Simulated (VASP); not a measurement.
Set up this calculation in VASP 6.6.1, as the native input.

```
Task                   : electric field gradients
Functional             : PBEsol
Potentials or basis    : VASP PAW PBE potentials, release 64 (La)
Cutoff                 : 520 eV
k mesh                 : 12 × 12 × 12
Occupations            : fermi-dirac, width 0.05 eV
Spin                   : no spin polarisation
Dipole correction      : no
Further INCAR settings : ALGO = Normal; EDIFF = 1e-08; NBANDS = 12
```

The structure of La lies in POSCAR:

```
La
1.0
    0.0000000000      2.6480000000      2.6480000000
    2.6480000000      0.0000000000      2.6480000000
    2.6480000000      2.6480000000      0.0000000000
La
1
Direct
    0.0000000000      0.0000000000      0.0000000000
```

This isn't the form of La at room conditions, which is double hcp.

The input as run:

INCAR

```
ALGO = Normal
EDIFF = 1E-8
ENCUT = 520
GGA = PS
ISIF = 2
ISMEAR = -1
LASPH = True
LCHARG = False
LEFG = True
LREAL = False
LWAVE = False
NBANDS = 12
NELM = 100
PREC = Accurate
SIGMA = 0.05
```

KPOINTS

```
k-points
0
Gamma
  12 12 12
```

Potentials or basis: VASP PAW PBE potentials, release 64 (La).

Run with:

```bash
$ cat potpaw_PBE.64/La/POTCAR > POTCAR
$ mpirun -np 1 vasp_std > vasp.out
```

Results of the run:

```
Pressure                                : -2.3 GPa
Band gap on the k mesh                  : zero (an odd number of electrons rules out a gap without spin polarisation)
Largest electric field gradient by atom : zero within the noise of the run
```

Caveat: the PAW data sets were made with another functional, which shifts forces and pressure a little; spin-orbit coupling is left out, which moves the levels of the heavy elements.

It took 39 s on 1 thread of Intel(R) Xeon(R) Platinum 8259CL CPU @ 2.50GHz (Skylake/Cascade Lake), on a shared host, peak memory 0.19 GiB.
